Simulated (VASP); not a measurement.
A run of VASP 6.6.1:

File POSCAR:

```
RhC
1.0
    0.0000000000      2.2908621762      2.2908621762
    2.2908621762      0.0000000000      2.2908621762
    2.2908621762      2.2908621762      0.0000000000
Rh C
1 1
Direct
    0.0000000000      0.0000000000      0.0000000000
    0.2500000000      0.2500000000      0.2500000000
```

File INCAR.step1:

```
SYSTEM = RhC
ALGO = Normal ; EDIFF = 1E-6
ENCUT = 520 ; GGA = PE
ISIF = 2 ; ISMEAR = -1
LASPH = .TRUE. ; LCHARG = .TRUE.
LMAXMIX = 4 ; LREAL = .FALSE.
LWAVE = .FALSE. ; NBANDS = 16
NELM = 60 ; PREC = Accurate
SIGMA = 0.1
```

The input KPOINTS.step1:

```
k-points
0
G
  14 14 14
  0 0 0
```

INCAR.step2

```
SYSTEM = RhC
ALGO = Normal ; EDIFF = 1E-6
ENCUT = 520 ; GGA = PE
ICHARG = 11 ; ISIF = 2
ISMEAR = -5 ; LASPH = .TRUE.
LCHARG = .FALSE. ; LMAXMIX = 4
LORBIT = 11 ; LREAL = .FALSE.
LWAVE = .FALSE. ; NBANDS = 16
NEDOS = 2001 ; NELM = 60
PREC = Accurate ; SIGMA = 0.1
```

KPOINTS.step2

```
k-points
0
G
  21 21 21
  0 0 0
```

Potentials or basis: VASP PAW PBE potentials, release 64 (Rh_pv, C).

The run is started by

```sh
$ cat potpaw_PBE.64/Rh_pv/POTCAR potpaw_PBE.64/C/POTCAR > POTCAR
$ cp INCAR.step1 INCAR
$ cp KPOINTS.step1 KPOINTS
$ mpirun -np 1 vasp_std > vasp.out
$ cp INCAR.step2 INCAR
$ cp KPOINTS.step2 KPOINTS
$ mpirun -np 1 vasp_std > vasp.out
```

Hardware: 1 thread of Intel(R) Xeon(R) 6975P-C (Granite Rapids), with other jobs on the host.

**Question.** Estimate the wall time of this run.

**Answer.** Run time: 28 s on 1 thread of Intel(R) Xeon(R) 6975P-C (Granite Rapids), with other jobs on the host, peak memory 0.21 GiB. Counts: k points 286.
